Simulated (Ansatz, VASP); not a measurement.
**Mg2NCl in VASP and in Ansatz**

The input INCAR:

```
SYSTEM = Mg2NCl
ALGO = Normal ; EDIFF = 1E-6
ENCUT = 520 ; GGA = PE
ISIF = 2 ; ISMEAR = -1
LASPH = .TRUE. ; LCHARG = .FALSE.
LREAL = .FALSE. ; LWAVE = .FALSE.
NBANDS = 16 ; NELM = 100
PREC = Accurate ; SIGMA = 0.05
```

File KPOINTS:

```
k-points
0
G
  9 9 9
  0 0 0
```

The input POSCAR:

```
Mg2NCl
1.0
    1.6267659483      0.9392137581      5.8804328801
   -1.6267659483      0.9392137581      5.8804328801
    0.0000000000     -1.8784275164      5.8804328801
Cl Mg N
1 2 1
Direct
    0.0000000000      0.0000000000      0.0000000000
    0.7771850000      0.7771850000      0.7771850000
    0.2228150000      0.2228150000      0.2228150000
    0.5000000000      0.5000000000      0.5000000000
```

File input.yaml:

```yaml
crystal:
  lattice:
    - [1.6267659483, 0.9392137581, 5.8804328801]
    - [-1.6267659483, 0.9392137581, 5.8804328801]
    - [0.0, -1.8784275164, 5.8804328801]
  atoms:
    - { symbol: Cl, position: [0.0, 0.0, 0.0] }
    - { symbol: Mg, position: [0.777185, 0.777185, 0.777185] }
    - { symbol: Mg, position: [0.222815, 0.222815, 0.222815] }
    - { symbol: "N", position: [0.5, 0.5, 0.5] }
hamiltonian:
  xc: pbe
  pseudopotentials: { kind: paw }
kpoints:
  mp_grid: { grid: [9, 9, 9] }
scf:
  occupations: { method: fermi_dirac, width: 0.05 }
output:
  forces: true
  stress: true
  eigenvalues: true
  write_density: true
  write_potential: true
  elf: true
  volumetric_format: npy
```

Alike in both runs: task single point; functional PBE; k mesh 9 × 9 × 9; occupations fermi-dirac, width 0.05 eV; no spin polarisation.

|  | VASP | Ansatz |
| --- | --- | --- |
| version | VASP 6.6.1 | Ansatz 0.2.0 |
| potentials or method | VASP PAW PBE potentials, release 64 (Cl, Mg, N) | Ansatz PAW |
| plane-wave cutoff (eV) | 520 | 420 |
| valence electrons in the cell | 16 | 32 |

VASP gave:

| Property | Result |
| --- | --- |
| gap on the k mesh at the Fermi level (eV) | 2.63 |
| least direct gap on the mesh (eV) | 2.63 |
| pressure (GPa) | 5.7 |
| traceless stress, the component that is largest in VASP (GPa) | -0.71 |
| rms of the force components (eV/Å) | 0.090 |

Problem. Estimate Ansatz's values.

Solution. gap on the k mesh at the Fermi level (eV): 2.67; least direct gap on the mesh (eV): 2.67; pressure (GPa): 6.0; traceless stress, the component that is largest in VASP (GPa): -0.59; rms of the force components (eV/Å): 0.110.

Atom by atom the forces differ by 0.020 eV/Å (rms over components). VASP's potentials hold 16 valence electrons a cell and Ansatz's 32, so a difference there can come from the potentials and not from the codes.

Noted on Ansatz's run: odd divisions of the mesh miss points on the zone boundary, where band edges often lie, so the gap on the mesh can be too wide.
